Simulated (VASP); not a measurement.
# Cu2O (Pn-3m) in VASP: notebook

Cu2O is run at these levels: r2SCAN, PBE; tasks: single point.

Program: VASP 6.6.1. These are calculated values, not measurements. Logs are shortened: lines on timing, memory, paths and dates and some standing lists are left out, and cuts for length are marked.

**Measured values to compare with.**

From “Importance of surface oxygen vacancies for ultrafast hot carrier relaxation and transport in Cu2O”, 2021, arxiv:2103.03167, for a bulk crystal of Cu2O: band gap 2.17 eV (direct).

The runs below are set against these values where they give the same quantity.

## (1) The cell of the first run

The structure is cubic, space group Pn-3m (No. 224). The conventional cell has a = 4.246 Å, b = 4.246 Å, c = 4.246 Å, α = 90.00°, β = 90.00°, γ = 90.00°. Within 2.4 Å of Cu (site symmetry -3m) lie 2 O at 1.84 Å. O (site symmetry -43m) has 4 Cu at 1.84 Å within 2.4 Å.

## (2) Single point, r2SCAN, collinear spin

POSCAR reads:

```
Cu2O
1.0
    4.2456701387      0.0000000000      0.0000000000
    0.0000000000      4.2456701387      0.0000000000
    0.0000000000      0.0000000000      4.2456701387
Cu O
4 2
Direct
    0.2500000000      0.2500000000      0.2500000000
    0.2500000000      0.7500000000      0.7500000000
    0.7500000000      0.7500000000      0.2500000000
    0.7500000000      0.2500000000      0.7500000000
    0.0000000000      0.0000000000      0.0000000000
    0.5000000000      0.5000000000      0.5000000000
```

INCAR.step1 reads:

```
PREC     = Accurate       # precision mode
ENCUT    = 660            # plane-wave cutoff, eV
ISMEAR   = 0              # smearing method
SIGMA    = 0.05           # smearing width, eV
LREAL    = F              # projectors in reciprocal space
LASPH    = T              # aspherical terms in the spheres
NELM     = 200            # most SCF steps
ISPIN    = 2              # spin polarisation
MAGMOM   = 1 1 -1 -1 0 0  # initial moments
LMAXMIX  = 4              # l up to which the mixer works
NBANDS   = 41             # bands
GGA      = PE             # functional
ALGO     = Normal         # electronic algorithm
EDIFF    = 1E-5           # SCF threshold, eV
LWAVE    = T              # write WAVECAR
LCHARG   = F              # write CHGCAR
GGA_COMPAT= F            
KPAR     = 4
```

INCAR.step2 reads:

```
PREC     = Accurate       # precision mode
ENCUT    = 660            # plane-wave cutoff, eV
EDIFF    = 1E-6           # SCF threshold, eV
ISMEAR   = 0              # smearing method
SIGMA    = 0.05           # smearing width, eV
LREAL    = F              # projectors in reciprocal space
LASPH    = T              # aspherical terms in the spheres
NELM     = 200            # most SCF steps
ALGO     = Normal         # electronic algorithm
ISIF     = 2              # what is computed and relaxed
LWAVE    = F              # write WAVECAR
LCHARG   = T              # write CHGCAR
ISPIN    = 2              # spin polarisation
MAGMOM   = 1 1 -1 -1 0 0  # initial moments
LORBIT   = 11             # projections on sites
LMAXMIX  = 4              # l up to which the mixer works
METAGGA  = R2SCAN         # meta-GGA
LMIXTAU  = T            
LVHAR    = T            
NBANDS   = 41             # bands
ISTART   = 1            
GGA_COMPAT= F            
KPAR     = 4
```

KPOINTS reads:

```
regular mesh
0
Gamma
  8 8 8
```

Potentials or basis: VASP PAW PBE potentials, release 64 (Cu, O).

Launch:

```bash
cat potpaw_PBE.64/Cu/POTCAR potpaw_PBE.64/O/POTCAR > POTCAR
cp INCAR.step1 INCAR
mpirun -np 4 vasp_std > vasp.out
cp INCAR.step2 INCAR
mpirun -np 4 vasp_std > vasp.out
```

OUTCAR:

```text
PREC = Accurate
   ENCUT = 660
   EDIFF = 1E-6
   ISMEAR = 0
   LREAL = F
   LASPH = T
   NELM = 200
   ISIF = 2
   ISPIN = 2
   LORBIT = 11
   METAGGA = R2SCAN
   ISTART = 1

 ion  position               nearest neighbor table
   1  0.250  0.250  0.250-   5 1.84   6 1.84
   2  0.250  0.750  0.750-   5 1.84   6 1.84
   3  0.750  0.750  0.250-   5 1.84   6 1.84
   4  0.750  0.250  0.750-   5 1.84   6 1.84
   5  0.000  0.000  0.000-   1 1.84   2 1.84   3 1.84   4 1.84
   6  0.500  0.500  0.500-   1 1.84   2 1.84   3 1.84   4 1.84

  LATTYP: Found a simple cubic cell.
 ALAT       =     4.2456701387

  Lattice vectors:

 A1 = (   4.2456701387,   0.0000000000,   0.0000000000)
 A2 = (   0.0000000000,   4.2456701387,   0.0000000000)
 A3 = (   0.0000000000,   0.0000000000,   4.2456701387)

Analysis of symmetry for initial positions (statically):
=====================================================================
 Subroutine PRICEL returns:
 Original cell was already a primitive cell.

 Routine SETGRP: Setting up the symmetry group for a
 simple cubic supercell.

 Subroutine GETGRP returns: Found 48 space group operations
 (whereof 24 operations were pure point group operations)
 out of a pool of 48 trial point group operations.

The static configuration has the point symmetry T_d .
 The point group associated with its full space group is O_h .

Analysis of symmetry for dynamics (positions and initial velocities):
=====================================================================
 Subroutine PRICEL returns:
 Original cell was already a primitive cell.

 Routine SETGRP: Setting up the symmetry group for a
 simple cubic supercell.

 Subroutine GETGRP returns: Found 48 space group operations
 (whereof 24 operations were pure point group operations)
 out of a pool of 48 trial point group operations.

The dynamic configuration has the point symmetry T_d .
 The point group associated with its full space group is O_h .

Analysis of structural, dynamic, and magnetic symmetry:
=====================================================================
 Subroutine PRICEL returns:
 Original cell was already a primitive cell.

 Routine SETGRP: Setting up the symmetry group for a
 simple cubic supercell.

 Subroutine GETGRP returns: Found 16 space group operations
 (whereof  8 operations were pure point group operations)
 out of a pool of 48 trial point group operations.

The overall configuration has the point symmetry D_2d.
 The point group associated with its full space group is D_4h.

 Subroutine INISYM returns: Found 16 space group operations
 (whereof  8 operations are pure point group operations),
 and found     1 'primitive' translations

----------------------------------------------------------------------------------------

                                     Primitive cell

  volume of cell :      76.5312

  direct lattice vectors                    reciprocal lattice vectors
     4.245670139  0.000000000  0.000000000     0.235534078  0.000000000  0.000000000
     0.000000000  4.245670139  0.000000000     0.000000000  0.235534078  0.000000000
     0.000000000  0.000000000  4.245670139     0.000000000  0.000000000  0.235534078

  length of vectors
     4.245670139  4.245670139  4.245670139     0.235534078  0.235534078  0.235534078

  position of ions in fractional coordinates (direct lattice)
     0.250000000  0.250000000  0.250000000
     0.250000000  0.750000000  0.750000000
     0.750000000  0.750000000  0.250000000
     0.750000000  0.250000000  0.750000000
     0.000000000  0.000000000  0.000000000
     0.500000000  0.500000000  0.500000000

  ion indices of the primitive-cell ions
   primitive index   ion index
                 1           1
                 2           2
                 3           3
                 4           4
                 5           5
[... 31 lines left out ...]
  0.125000  0.000000  0.000000      2.000000
  0.000000  0.125000  0.000000      4.000000
  0.250000  0.000000  0.000000      2.000000
  0.000000  0.250000  0.000000      4.000000
  0.375000  0.000000  0.000000      2.000000
[... 16 lines left out ...]
  0.375000  0.250000  0.000000      8.000000
  0.000000  0.375000  0.250000      8.000000
 [... further k-points ...]
   k-points           NKPTS =     75   k-points in BZ     NKDIM =     75   number of bands    NBANDS=     41
   number of dos      NEDOS =    301   number of ions     NIONS =      6
   total plane-waves  NPLWV =  46656
   dimension x,y,z NGX =    36 NGY =   36 NGZ =   36
   dimension x,y,z NGXF=    72 NGYF=   72 NGZF=   72
   ions per type =               4   2
   NGX,Y,Z   is equivalent  to a cutoff of  14.10, 14.10, 14.10 a.u.
   NGXF,Y,Z  is equivalent  to a cutoff of  28.19, 28.19, 28.19 a.u.
 SYSTEM =  unknown system
   PREC   = accura    normal or accurate (medium, high low for compatibility)
   ISTART =      1    job   : 0-new  1-cont  2-samecut
   ICHARG =      0    charge: 1-file 2-atom 10-const
   ISPIN  =      2    spin polarized calculation?
   LNONCOLLINEAR =      F non collinear calculations
   LSORBIT =      F    spin-orbit coupling
   LASPH  =      T    aspherical Exc in radial PAW
   ENCUT  =  660.0 eV  48.51 Ry    6.96 a.u.   8.89  8.89  8.89*2*pi/ulx,y,z
   NELM   =    200;   NELMIN=  2; NELMDL=  0     # of ELM steps
   EDIFF  = 0.1E-05   stopping-criterion for ELM
   LREAL  =      F    real-space projection
   EDIFFG = 0.1E-04   stopping-criterion for IOM
   NSW    =      0    number of steps for IOM
   IBRION =     -1    ionic relax: 0-MD 1-quasi-New 2-CG
   NFREE  =      0    steps in history (QN), initial steepest desc. (CG)
   ISIF   =      2    stress and relaxation
   ISYM   =      2    0-nonsym 1-usesym 2-fastsym
   POTIM  = 0.5000    time-step for ionic-motion
   TEBEG  =    0.0;   TEEND  =   0.0 temperature during run
   PSTRESS=    0.0 pullay stress
   NELECT =      56.0000    total number of electrons
   NUPDOWN=      -1.0000    fix difference up-down
   EMIN   =  10.00;   EMAX   =-10.00  energy-range for DOS
   EFERMI =   0.00;   METHOD = LEGACY
   ISMEAR =     0;   SIGMA  =   0.05  broadening in eV -4-tet -1-fermi 0-gaus
   EFERMI_NEDOS =   21; number of points for ismear=-14 and -15
   IALGO  =     38    algorithm
   IMIX   =      4    mixing-type and parameters
     AMIX     =   0.40;   BMIX     =  1.00
     AMIX_MAG =   1.60;   BMIX_MAG =  1.00
  volume/ion in A,a.u.               =      12.76        86.08
  Fermi-wavevector in a.u.,A,eV,Ry     =   1.475224  2.787769 29.610160  2.176285
  Thomas-Fermi vector in A             =   2.589899
   LORBIT       =     11    0 simple, 1 ext, 2 COOP (PROOUT), +10 PAW based schemes
   METAGGA = R2SCAN    functional components
   LHFCALC =     F    Hartree Fock is set to
   AEXX    =    0.0000 exact exchange contribution
   IVDW    =     0    specifies the selected vdW correction
   LEPSILON=     F    determine dielectric tensor
   LRPA    =     F    only Hartree local field effects (RPA)
 spin polarized calculation
 Gauss-broadening in eV      SIGMA  =   0.05
  energy-cutoff  :      660.00
  volume of cell :       76.53
 maximum number of plane-waves:      3016
 NGX is ok and might be reduce to    36
   NGX = 17   NGY = 17   NGZ = 17

 number of electron      55.9999991 magnetization      -0.0000000

 number of electron      55.9999991 magnetization       0.0000000

 Free energy of the ion-electron system (eV)
  ---------------------------------------------------
  ext. energy  EPLUGINS =         0.00000000
  ---------------------------------------------------
  free energy    TOTEN  =       -58.22085747 eV

  energy without entropy =      -58.22085747  energy(sigma->0) =      -58.22085747

 E-fermi :   4.9957     XC(G=0): -11.6954

 val. band max:        4.7073793553   @ k =   0.0000   0.0000   0.0000
 cond. band min:       5.4967425118   @ k =   0.0000   0.0000   0.0000
 fundamental gap:      0.7893631565
 Fermi energy:         4.9956967559

 spin component 1

 k-point     1 :       0.0000    0.0000    0.0000
  band No.  band energies     occupation
      1     -16.6791      1.00000
      2     -15.9548      1.00000
      3      -2.8365      1.00000
      4      -2.8365      1.00000
      5      -2.8365      1.00000
      6      -0.3686      1.00000
[... 1021 lines left out ...]
     39      17.9235      0.00000
     40      18.1739      0.00000

 [... further k-points ...]

 spin component 2

 k-point     1 :       0.0000    0.0000    0.0000
  band No.  band energies     occupation
      1     -16.6791      1.00000
      2     -15.9548      1.00000
      3      -2.8365      1.00000
      4      -2.8365      1.00000
      5      -2.8365      1.00000
      6      -0.3686      1.00000
[... 1021 lines left out ...]
     39      17.9235      0.00000
     40      18.1739      0.00000

 [... further k-points ...]

 [bands above 40 left out]

------------------------ aborting loop because EDIFF is reached ----------------------------------------

  FORCE on cell =-STRESS in cart. coord.  units (eV):
  Direction    XX          YY          ZZ          XY          YZ          ZX
  --------------------------------------------------------------------------------------
  -------------------------------------------------------------------------------------
  Total        0.3871284      0.3871038      0.3871038      0.0000000     -0.0000000      0.0000000
  in kB        8.1045113      8.1039972      8.1039972      0.0000000     -0.0000000      0.0000000
  external PRESSURE =       8.1041685 kB  Pullay stress =       0.0000000 kB

 VOLUME and BASIS-vectors are now :
 -----------------------------------------------------------------------------
  energy-cutoff  :      660.00
  volume of cell :       76.53
      direct lattice vectors                 reciprocal lattice vectors
     4.245670139  0.000000000  0.000000000     0.235534078  0.000000000  0.000000000
     0.000000000  4.245670139  0.000000000     0.000000000  0.235534078  0.000000000
     0.000000000  0.000000000  4.245670139     0.000000000  0.000000000  0.235534078

 POSITION                                       TOTAL-FORCE (eV/Angst)
 -----------------------------------------------------------------------------------
      1.06142      1.06142      1.06142         0.000000     -0.000000     -0.000000
      1.06142      3.18425      3.18425         0.000000     -0.000000      0.000000
      3.18425      3.18425      1.06142        -0.000000     -0.000000     -0.000000
      3.18425      1.06142      3.18425        -0.000000      0.000000      0.000000
      0.00000      0.00000      0.00000        -0.000000     -0.000000     -0.000000
      2.12284      2.12284      2.12284        -0.000000     -0.000000     -0.000000
 -----------------------------------------------------------------------------------
    total drift:                                0.000000      0.000000      0.000000

  FREE ENERGIE OF THE ION-ELECTRON SYSTEM (eV)
  ---------------------------------------------------
  free  energy   TOTEN  =       -58.2208574715 eV

  energy  without entropy=      -58.2208574715  energy(sigma->0) =      -58.22085747

 total charge

# of ion       s       p       d       tot
------------------------------------------
    1        0.437   0.342   9.249  10.029
    2        0.437   0.342   9.249  10.029
    3        0.437   0.342   9.249  10.029
    4        0.437   0.342   9.249  10.029
    5        1.547   3.520   0.000   5.068
    6        1.547   3.520   0.000   5.068
--------------------------------------------------
tot          4.843   8.409  36.997  50.249

 magnetization (x)

# of ion       s       p       d       tot
------------------------------------------
    1        0.000   0.000  -0.000  -0.000
    2        0.000   0.000  -0.000  -0.000
    3       -0.000  -0.000   0.000   0.000
    4       -0.000  -0.000   0.000   0.000
    5        0.000   0.000   0.000   0.000
    6        0.000   0.000   0.000   0.000
--------------------------------------------------
tot          0.000   0.000   0.000   0.000
```

It took 9.6 min on 4 MPI ranks of Oxide Virtual Turin-like, shared host; peak memory 0.56 GiB.

Results:

| Quantity | Value |
| --- | --- |
| Free energy | -58.2209 eV |
| Pressure | 0.8 GPa |
| Band gap on the k mesh | 0.79 eV |
| Net moment | 0.00 μB per cell |
| Valence electrons inside the program's atomic spheres | Cu 10.03; O 5.07 |

Caveat: semilocal functionals underestimate gaps, and a narrow one can read as zero; the PAW data sets were made with another functional, which shifts forces and pressure a little.

## (3) Single point, PBE, collinear spin (13.24 Å³/atom)

This run uses another cell than the first one, of 13.24 Å³/atom.

INCAR reads:

```
SYSTEM = Cu2O
PREC = Accurate
ENCUT = 600
EDIFF = 1E-6
ISMEAR = 0
SIGMA = 0.05
LREAL = .FALSE.
LASPH = .TRUE.
NELM = 200
ALGO = Normal
ISIF = 2
LWAVE = .FALSE.
LCHARG = .FALSE.
ISPIN = 2
MAGMOM = 0.05 0.05 0.05 0.05 0 0
LORBIT = 11
LMAXMIX = 4
GGA = PE
NBANDS = 41
GGA_COMPAT = .FALSE.
```

KPOINTS reads:

```
Automatic mesh
0
G
  6 6 6
  0 0 0
```

Edit POSCAR of step 2 so:

```diff
@@ -2,5 +2,5 @@
 1.0
-    4.2456701387      0.0000000000      0.0000000000
-    0.0000000000      4.2456701387      0.0000000000
-    0.0000000000      0.0000000000      4.2456701387
+    4.2984821234      0.0000000000      0.0000000000
+    0.0000000000      4.2984821234      0.0000000000
+    0.0000000000      0.0000000000      4.2984821234
 Cu O
```

Potentials or basis: VASP PAW PBE potentials, release 64 (Cu, O).

Launch:

```bash
cat potpaw_PBE.64/Cu/POTCAR potpaw_PBE.64/O/POTCAR > POTCAR
mpirun -np 1 vasp_std > vasp.out
```

Wall time 3.7 min (1 thread of Oxide Virtual Turin-like, shared host); peak memory 0.27 GiB.

It converged, with:

- Free energy: -27.2913 eV
- Pressure: 0.7 GPa
- Band gap on the k mesh: 0.48 eV
- Net moment: 0.00 μB per cell
- Valence electrons inside the program's atomic spheres: Cu 9.95; O 5.01

Levels at points of the mesh, in eV from the valence-band top:
Spin up:
```
           k point  band 25  band 26  band 27  band 28  band 29  band 30  band 31  band 32
(0.00, 0.00, 0.00)    -1.51     0.00     0.00     0.00     0.48     1.34     1.34     7.79
(0.50, 0.00, 0.00)    -1.15    -1.15    -0.38    -0.38     2.21     2.21     4.25     4.25
(0.50, 0.50, 0.00)    -1.16    -1.16    -0.63    -0.63     1.91     1.91     3.81     3.81
(0.50, 0.50, 0.50)    -0.97    -0.55    -0.55    -0.55     2.51     2.51     2.51     4.80
```
Spin down:
| k point | band 26 | band 27 | band 28 | band 29 | band 30 | band 31 |
| --- | --- | --- | --- | --- | --- | --- |
| (0.00, 0.00, 0.00) | 0.00 | 0.00 | 0.00 | 0.48 | 1.34 | 1.34 |
| (0.50, 0.00, 0.00) | -1.15 | -0.38 | -0.38 | 2.21 | 2.21 | 4.25 |
| (0.50, 0.50, 0.00) | -1.16 | -0.63 | -0.63 | 1.91 | 1.91 | 3.81 |
| (0.50, 0.50, 0.50) | -0.55 | -0.55 | -0.55 | 2.51 | 2.51 | 2.51 |

Caveat: semilocal functionals underestimate gaps, and a narrow one can read as zero.

## (4) Against experiment

Step 2. A measured gap of Cu2O is 2.17 eV (direct; quoted in “Importance of surface oxygen vacancies for ultrafast hot carrier relaxation and transport in Cu2O”, 2021, arxiv:2103.03167); the calculated 0.79 eV misses it by -1.38 eV. So large a miss can be the level of theory's own, or it may mean another phase, state or a wrong row. The value is that of r2SCAN on a finite k mesh, which can miss the band edges, without temperature or zero-point motion.

Step 3. Against the measured gap of Cu2O, 2.17 eV (direct; quoted in “Importance of surface oxygen vacancies for ultrafast hot carrier relaxation and transport in Cu2O”, 2021, arxiv:2103.03167), the calculated 0.48 eV is off by -1.69 eV. So large a miss can be the level of theory's own, or it may mean another phase, state or a wrong row. The value is that of PBE on a finite k mesh, which can miss the band edges, without temperature or zero-point motion. Semilocal functionals fall short of measured gaps as a rule.
